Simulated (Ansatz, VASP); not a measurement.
One calculation of C, two programs

```
C
1.0
    -1.16361    1.16361    1.16361
     1.16361   -1.16361    1.16361
     1.16361    1.16361   -1.16361
C
1
Direct
  0.00000 0.00000 0.00000
```

Change from the starting cell: volume scaled by 1, crystal datasets.

Alike in both runs: task single point; functional LDA; k mesh 22 × 22 × 22; occupations fermi-dirac, width 0.1 eV; no spin polarisation.

|  | VASP | Ansatz |
| --- | --- | --- |
| version | VASP 6.6.1 | Ansatz 0.2.0 |
| potentials or method | VASP PAW LDA potentials, release 64 (C), cutoff 520 eV | all-electron PAW with datasets made for the crystal, scalar-relativistic |

|  | VASP | Ansatz | Ansatz less VASP |
| --- | --- | --- | --- |
| pressure (GPa) | 0.7 | 0.0 | -0.64 |

LDA's correlation is that of Perdew and Zunger in VASP and of Perdew and Wang (1992) in Ansatz. Ansatz ran all-electron here, and VASP with PAW potentials. Ansatz's warnings: printed levels off.
